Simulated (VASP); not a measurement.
# As (Pm-3m) in VASP: a series of runs

The runs below take As through relaxation of cell and atoms, single point, with PBE.

Everything below comes from runs of VASP 6.6.1. Logs are shortened: lines on timing, memory, paths and dates and some standing lists are left out, and cuts for length are marked.

## Step 1: The cell of the first run

Symmetry: Pm-3m, No. 221, cubic system. The conventional cell has a = 2.738 Å, b = 2.738 Å, c = 2.738 Å, α = 90.00°, β = 90.00°, γ = 90.00°. As (site symmetry m-3m) has 6 As at 2.74 Å within 3.6 Å.

## Step 2: Relaxation of cell and atoms, PBE

INCAR reads:

```
PREC     = Accurate       # precision mode
ENCUT    = 600            # plane-wave cutoff, eV
EDIFF    = 1E-6           # SCF threshold, eV
ISMEAR   = -1             # smearing method
SIGMA    = 0.08           # smearing width, eV
LREAL    = False          # projectors in reciprocal space
LASPH    = True           # aspherical terms in the spheres
NELM     = 60             # most SCF steps
ALGO     = Normal         # electronic algorithm
ISIF     = 3              # what is computed and relaxed
LWAVE    = False          # write WAVECAR
LCHARG   = False          # write CHGCAR
GGA      = PE             # functional
IBRION   = 2              # ionic algorithm
NSW      = 60             # ionic steps
EDIFFG   = -0.005         # ionic threshold
```

KPOINTS reads:

```
Automatic mesh
0
Gamma
  15 15 15
```

POSCAR reads:

```
As
1.0
    2.7377415812      0.0000000000      0.0000000000
    0.0000000000      2.7377415812      0.0000000000
    0.0000000000      0.0000000000      2.7377415812
As
1
Direct
    0.0000000000      0.0000000000      0.0000000000
```

Potentials or basis: VASP PAW PBE potentials, release 64 (As).

Started as:

```console
cat potpaw_PBE.64/As/POTCAR > POTCAR
mpirun -np 1 vasp_std > vasp.out
```

OUTCAR:

```text
PREC = Accurate
   ENCUT = 600
   EDIFF = 1E-6
   ISMEAR = -1
   LREAL = False
   LASPH = True
   NELM = 60
   ISIF = 3
   GGA = PE
   IBRION = 2
   NSW = 60
   EDIFFG = -0.005

 ion  position               nearest neighbor table
   1  0.000  0.000  0.000-

  LATTYP: Found a simple cubic cell.
 ALAT       =     2.7377415812

  Lattice vectors:

 A1 = (   2.7377415812,   0.0000000000,   0.0000000000)
 A2 = (   0.0000000000,   2.7377415812,   0.0000000000)
 A3 = (   0.0000000000,   0.0000000000,   2.7377415812)

Analysis of symmetry for initial positions (statically):
=====================================================================
 Subroutine PRICEL returns:
 Original cell was already a primitive cell.

 Routine SETGRP: Setting up the symmetry group for a
 simple cubic supercell.

 Subroutine GETGRP returns: Found 48 space group operations
 (whereof 48 operations were pure point group operations)
 out of a pool of 48 trial point group operations.

The static configuration has the point symmetry O_h .

Analysis of symmetry for dynamics (positions and initial velocities):
=====================================================================
 Subroutine PRICEL returns:
 Original cell was already a primitive cell.

 Routine SETGRP: Setting up the symmetry group for a
 simple cubic supercell.

 Subroutine GETGRP returns: Found 48 space group operations
 (whereof 48 operations were pure point group operations)
 out of a pool of 48 trial point group operations.

The dynamic configuration has the point symmetry O_h .

 Subroutine INISYM returns: Found 48 space group operations
 (whereof 48 operations are pure point group operations),
 and found     1 'primitive' translations

----------------------------------------------------------------------------------------

                                     Primitive cell

  volume of cell :      20.5200

  direct lattice vectors                    reciprocal lattice vectors
     2.737741581  0.000000000  0.000000000     0.365264569  0.000000000  0.000000000
     0.000000000  2.737741581  0.000000000     0.000000000  0.365264569  0.000000000
     0.000000000  0.000000000  2.737741581     0.000000000  0.000000000  0.365264569

  length of vectors
     2.737741581  2.737741581  2.737741581     0.365264569  0.365264569  0.365264569

  position of ions in fractional coordinates (direct lattice)
     0.000000000  0.000000000  0.000000000

  ion indices of the primitive-cell ions
   primitive index   ion index
                 1           1

----------------------------------------------------------------------------------------

 KPOINTS: Automatic mesh

Automatic generation of k-mesh.
 Grid dimensions read from file:
 generate k-points for:   15   15   15

 Generating k-lattice:

  Cartesian coordinates                     Fractional coordinates (reciprocal lattice)
     0.024350971  0.000000000  0.000000000     0.066666667  0.000000000  0.000000000
     0.000000000  0.024350971  0.000000000     0.000000000  0.066666667  0.000000000
     0.000000000  0.000000000  0.024350971     0.000000000  0.000000000  0.066666667

  Length of vectors
     0.024350971  0.024350971  0.024350971

  Shift w.r.t. Gamma in fractional coordinates (k-lattice)
     0.000000000  0.000000000  0.000000000

 Subroutine IBZKPT returns following result:
 ===========================================

 Found    120 irreducible k-points:

 Following reciprocal coordinates:
            Coordinates               Weight
  0.000000  0.000000  0.000000      1.000000
  0.066667  0.000000  0.000000      6.000000
  0.133333  0.000000  0.000000      6.000000
  0.200000  0.000000  0.000000      6.000000
  0.266667  0.000000  0.000000      6.000000
  0.333333  0.000000  0.000000      6.000000
[... 16 lines left out ...]
  0.266667  0.200000  0.000000     24.000000
  0.333333  0.200000  0.000000     24.000000
 [... further k-points ...]
   k-points           NKPTS =    120   k-points in BZ     NKDIM =    120   number of bands    NBANDS=      6
   number of dos      NEDOS =    301   number of ions     NIONS =      1
   total plane-waves  NPLWV =  13824
   dimension x,y,z NGX =    24 NGY =   24 NGZ =   24
   dimension x,y,z NGXF=    48 NGYF=   48 NGZF=   48
   ions per type =               1
   NGX,Y,Z   is equivalent  to a cutoff of  14.57, 14.57, 14.57 a.u.
   NGXF,Y,Z  is equivalent  to a cutoff of  29.15, 29.15, 29.15 a.u.
 SYSTEM =  unknown system
   PREC   = accura    normal or accurate (medium, high low for compatibility)
   ISTART =      0    job   : 0-new  1-cont  2-samecut
   ICHARG =      2    charge: 1-file 2-atom 10-const
   ISPIN  =      1    spin polarized calculation?
   LNONCOLLINEAR =      F non collinear calculations
   LSORBIT =      F    spin-orbit coupling
   LASPH  =      T    aspherical Exc in radial PAW
   ENCUT  =  600.0 eV  44.10 Ry    6.64 a.u.   5.47  5.47  5.47*2*pi/ulx,y,z
   NELM   =     60;   NELMIN=  2; NELMDL= -5     # of ELM steps
   EDIFF  = 0.1E-05   stopping-criterion for ELM
   LREAL  =      F    real-space projection
   EDIFFG = -.5E-02   stopping-criterion for IOM
   NSW    =     60    number of steps for IOM
   IBRION =      2    ionic relax: 0-MD 1-quasi-New 2-CG
   NFREE  =      1    steps in history (QN), initial steepest desc. (CG)
   ISIF   =      3    stress and relaxation
   ISYM   =      2    0-nonsym 1-usesym 2-fastsym
   POTIM  = 0.5000    time-step for ionic-motion
   TEBEG  =    0.0;   TEEND  =   0.0 temperature during run
   PSTRESS=    0.0 pullay stress
   NELECT =       5.0000    total number of electrons
   NUPDOWN=      -1.0000    fix difference up-down
   EMIN   =  10.00;   EMAX   =-10.00  energy-range for DOS
   EFERMI =   0.00;   METHOD = LEGACY
   ISMEAR =    -1;   SIGMA  =   0.08  broadening in eV -4-tet -1-fermi 0-gaus
   EFERMI_NEDOS =   21; number of points for ismear=-14 and -15
   IALGO  =     38    algorithm
   IMIX   =      4    mixing-type and parameters
     AMIX     =   0.40;   BMIX     =  1.00
     AMIX_MAG =   1.60;   BMIX_MAG =  1.00
  volume/ion in A,a.u.               =      20.52       138.48
  Fermi-wavevector in a.u.,A,eV,Ry     =   1.022521  1.932285 14.225570  1.045550
  Thomas-Fermi vector in A             =   2.156205
   LORBIT       =      0    0 simple, 1 ext, 2 COOP (PROOUT), +10 PAW based schemes
   GGA     = PE    functional components
   LHFCALC =     F    Hartree Fock is set to
   AEXX    =    0.0000 exact exchange contribution
   IVDW    =     0    specifies the selected vdW correction
   LEPSILON=     F    determine dielectric tensor
   LRPA    =     F    only Hartree local field effects (RPA)
 conjugate gradient relaxation of ions
 non-spin polarized calculation
  energy-cutoff  :      600.00
  volume of cell :       20.52
 maximum number of plane-waves:       715
 NGX is ok and might be reduce to    24
   NGX = 11   NGY = 11   NGZ = 11

--------------------------------------- Ionic step        1  -------------------------------------------

 number of electron       5.0000000 magnetization

 Free energy of the ion-electron system (eV)
  ---------------------------------------------------
  ext. energy  EPLUGINS =         0.00000000
  ---------------------------------------------------
  free energy    TOTEN  =        -4.56015547 eV

  energy without entropy =       -4.55019957  energy(sigma->0) =       -4.55517752

------------------------ aborting loop because EDIFF is reached ----------------------------------------

  FORCE on cell =-STRESS in cart. coord.  units (eV):
  Direction    XX          YY          ZZ          XY          YZ          ZX
  --------------------------------------------------------------------------------------
  -------------------------------------------------------------------------------------
  Total       -0.0754298     -0.0754298     -0.0754298     -0.0000000      0.0000000     -0.0000000
  in kB       -5.8894691     -5.8894691     -5.8894691     -0.0000000      0.0000000     -0.0000000
  external PRESSURE =      -5.8894691 kB  Pullay stress =       0.0000000 kB

 VOLUME and BASIS-vectors are now :
 -----------------------------------------------------------------------------
  energy-cutoff  :      600.00
  volume of cell :       20.52
      direct lattice vectors                 reciprocal lattice vectors
     2.737741581  0.000000000  0.000000000     0.365264569  0.000000000  0.000000000
     0.000000000  2.737741581  0.000000000     0.000000000  0.365264569  0.000000000
     0.000000000  0.000000000  2.737741581     0.000000000  0.000000000  0.365264569
[... 36 lines left out ...]
 POSITION                                       TOTAL-FORCE (eV/Angst)
 -----------------------------------------------------------------------------------
      0.00000      0.00000      0.00000        -0.000000     -0.000000      0.000000
 -----------------------------------------------------------------------------------
    total drift:                               -0.000000      0.000000      0.000000

  FREE ENERGIE OF THE ION-ELECTRON SYSTEM (eV)
  ---------------------------------------------------
  free  energy   TOTEN  =        -4.5603943442 eV

  energy  without entropy=       -4.5505279047  energy(sigma->0) =       -4.55546112

--------------------------------------- Ionic step        3  -------------------------------------------

 number of electron       5.0000001 magnetization

 Free energy of the ion-electron system (eV)
  ---------------------------------------------------
  ext. energy  EPLUGINS =         0.00000000
  ---------------------------------------------------
  free energy    TOTEN  =        -4.56044723 eV

  energy without entropy =       -4.55055543  energy(sigma->0) =       -4.55550133

 E-fermi :   5.6194     XC(G=0): -10.3046

 val. band max:        5.5866100612   @ k =   0.2000   0.2000   0.0000
 cond. band min:       5.6341999684   @ k =   0.4000   0.2667   0.2000
 fundamental gap:      0.0475899072
 Fermi energy:         5.6194198822

 k-point     1 :       0.0000    0.0000    0.0000
  band No.  band energies     occupation
      1      -9.1183      2.00000
      2       9.6363      0.00000
      3       9.6363      0.00000
      4       9.6363      0.00000
      5      14.0670      0.00000
      6      14.0670      0.00000

 k-point     2 :       0.0667    0.0000    0.0000
  band No.  band energies     occupation
      1      -9.0387      2.00000
      2       8.5949      0.00000
      3       9.7060      0.00000
      4       9.7060      0.00000
      5      14.1387      0.00000
      6      14.8085      0.00000
[... 181 lines left out ...]
 k-point    23 :       0.2667    0.2000    0.0000
  band No.  band energies     occupation
      1      -7.1882      2.00000
      2       3.4514      2.00000
      3       5.8426      0.11575
      4      11.2458      0.00000
      5      16.1677      0.00000
      6      17.4552      0.00000

 k-point    24 :       0.3333    0.2000    0.0000
  band No.  band energies     occupation
      1      -6.5653      2.00000
      2       1.8114      2.00000
      3       6.3703      0.00017
      4      11.7003      0.00000
      5      15.3634      0.00000
      6      17.4709      0.00000

 [... further k-points ...]
[... 5 lines left out ...]
  --------------------------------------------------------------------------------------
  -------------------------------------------------------------------------------------
  Total        0.0009000      0.0009000      0.0009000      0.0000000      0.0000000     -0.0000000
  in kB        0.0708096      0.0708096      0.0708096      0.0000000      0.0000000     -0.0000000
  external PRESSURE =       0.0708096 kB  Pullay stress =       0.0000000 kB

 VOLUME and BASIS-vectors are now :
 -----------------------------------------------------------------------------
  energy-cutoff  :      600.00
  volume of cell :       20.36
      direct lattice vectors                 reciprocal lattice vectors
     2.730739925 -0.000000000 -0.000000000     0.366201113  0.000000000 -0.000000000
    -0.000000000  2.730739925 -0.000000000     0.000000000  0.366201113 -0.000000000
     0.000000000  0.000000000  2.730739925     0.000000000  0.000000000  0.366201113

 POSITION                                       TOTAL-FORCE (eV/Angst)
 -----------------------------------------------------------------------------------
      0.00000      0.00000      0.00000         0.000000      0.000000      0.000000
 -----------------------------------------------------------------------------------
    total drift:                                0.000000      0.000000      0.000000

  FREE ENERGIE OF THE ION-ELECTRON SYSTEM (eV)
  ---------------------------------------------------
  free  energy   TOTEN  =        -4.5604472310 eV

  energy  without entropy=       -4.5505554298  energy(sigma->0) =       -4.55550133

 reached required accuracy - stopping structural energy minimisation
```

Run time: 27 s. Hardware: 1 thread of Intel Xeon Platinum 8259CL at 2.50GHz (Skylake/Cascade Lake), shared host; peak memory 0.15 GiB.

What came out:

| Property | Result |
| --- | --- |
| Free energy | -4.5604 eV |
| Relaxed volume | 20.36 Å³/atom |
| Relaxed cell | a = 2.731 Å, b = 2.731 Å, c = 2.731 Å, α = 90.00°, β = 90.00°, γ = 90.00° |
| Space group after relaxing (to 0.05 Å) | Pm-3m (No. 221) |
| Energy gained by relaxing | 0.3 meV/atom |
| Ionic steps | 3 |
| Pressure after relaxing | 0.0 GPa |

Step by step:
```tsv
step	energy change (eV)	largest force (eV/Å)	pressure (GPa)	volume (Å³)
1	0.0000	0.0000	-0.59	20.52
2	-0.0002	0.0000	0.27	20.30
3	-0.0003	0.0000	0.01	20.36
```

Final structure:
```
As
1.0
     2.73074    0.00000    0.00000
     0.00000    2.73074    0.00000
     0.00000    0.00000    2.73074
As
1
Direct
  0.00000 0.00000 0.00000
```

Levels at points of the mesh, in eV from the Fermi level:
| k point | band 1 | band 2 | band 3 | band 4 | band 5 |
| --- | --- | --- | --- | --- | --- |
| (0.00, 0.00, 0.00) | -14.74 | 4.02 | 4.02 | 4.02 | 8.45 |

## Step 3: Single point, PBE (volume scaled by 0.43)

INCAR reads:

```
ALGO = Normal
EDIFF = 1E-6
ENCUT = 520
GGA = PE
ISIF = 2
ISMEAR = -1
LASPH = T
LCHARG = F
LREAL = F
LWAVE = F
NBANDS = 8
NELM = 80
PREC = Accurate
SIGMA = 0.08
```

KPOINTS reads:

```
k-points
0
Gamma
  15 15 15
```

POSCAR reads:

```
As
1.0
    2.0598875795      0.0000000000      0.0000000000
    0.0000000000      2.0598875795      0.0000000000
    0.0000000000      0.0000000000      2.0598875795
As
1
Direct
    0.0000000000      0.0000000000      0.0000000000
```

Potentials or basis: VASP PAW PBE potentials, release 64 (As).

Started as:

```console
cat potpaw_PBE.64/As/POTCAR > POTCAR
mpirun -np 1 vasp_std > vasp.out
```

Wall time 12 s (1 thread of Intel Xeon 8259CL, shared host); peak memory 0.09 GiB.

The run converged. Its results:

- Free energy: 2.8324 eV
- Pressure: 439.6 GPa

Levels at points of the mesh, in eV from the Fermi level:
| k point | band 1 | band 2 | band 3 | band 4 | band 5 | band 6 |
| --- | --- | --- | --- | --- | --- | --- |
| (0.00, 0.00, 0.00) | -26.21 | 7.83 | 7.83 | 7.83 | 9.82 | 9.82 |

Caveat: the cell differs from its parent crystal (volume scaled by 0.43).

## Step 4: Single point, PBE (volume scaled by 0.43)

INCAR reads:

```
SYSTEM = As
ALGO = Normal
EDIFF = 1E-6
ENCUT = 520
GGA = PE
ISIF = 2
ISMEAR = -1
LASPH = .TRUE.
LCHARG = .FALSE.
LREAL = .FALSE.
LWAVE = .FALSE.
NBANDS = 8
NELM = 80
PREC = Accurate
SIGMA = 0.08
```

KPOINTS reads:

```
k-points
0
G
  15 15 15
  0 0 0
```

POSCAR is that of step 3.

Potentials or basis: VASP PAW PBE potentials, release 64 (As).

Started as:

```console
cat potpaw_PBE.64/As/POTCAR > POTCAR
mpirun -np 1 vasp_std > vasp.out
```

OUTCAR:

```text
SYSTEM = As
   EDIFF = 1E-6
   ENCUT = 520
   GGA = PE
   ISIF = 2
   ISMEAR = -1
   LASPH = .TRUE.
   LREAL = .FALSE.
   NELM = 80
   PREC = Accurate

 ion  position               nearest neighbor table
   1  0.000  0.000  0.000-

  LATTYP: Found a simple cubic cell.
 ALAT       =     2.0598875795

  Lattice vectors:

 A1 = (   2.0598875795,   0.0000000000,   0.0000000000)
 A2 = (   0.0000000000,   2.0598875795,   0.0000000000)
 A3 = (   0.0000000000,   0.0000000000,   2.0598875795)

Analysis of symmetry for initial positions (statically):
[... 432 lines left out ...]
  band No.  band energies     occupation
      1      -1.2160      2.00000
      2      11.0428      2.00000
      3      20.9872      0.00000
      4      32.0679      0.00000
      5      32.9765      0.00000
      6      36.6843      0.00000
      7      44.5469      0.00000
      8      44.6184      0.00000

 [... further k-points ...]
[... 5 lines left out ...]
  --------------------------------------------------------------------------------------
  -------------------------------------------------------------------------------------
  Total       23.9837712     23.9837712     23.9837712      0.0000000      0.0000000      0.0000000
  in kB     4396.4030219   4396.4030219   4396.4030219      0.0000000      0.0000000      0.0000000
  external PRESSURE =    4396.4030219 kB  Pullay stress =       0.0000000 kB

 VOLUME and BASIS-vectors are now :
 -----------------------------------------------------------------------------
  energy-cutoff  :      520.00
  volume of cell :        8.74
      direct lattice vectors                 reciprocal lattice vectors
     2.059887579  0.000000000  0.000000000     0.485463386  0.000000000  0.000000000
     0.000000000  2.059887579  0.000000000     0.000000000  0.485463386  0.000000000
     0.000000000  0.000000000  2.059887579     0.000000000  0.000000000  0.485463386

 POSITION                                       TOTAL-FORCE (eV/Angst)
 -----------------------------------------------------------------------------------
      0.00000      0.00000      0.00000         0.000000      0.000000      0.000000
 -----------------------------------------------------------------------------------
    total drift:                                0.000000      0.000000      0.000000

  FREE ENERGIE OF THE ION-ELECTRON SYSTEM (eV)
  ---------------------------------------------------
  free  energy   TOTEN  =         2.8324037975 eV

  energy  without entropy=        2.8398065713  energy(sigma->0) =        2.83610518
```

Run time: 11 s. Hardware: 1 thread of Intel Xeon 8259CL, shared host; peak memory 0.09 GiB.

Results:

* Free energy: 2.8324 eV
* Pressure: 439.6 GPa

Caveat: the cell differs from its parent crystal (volume scaled by 0.43).
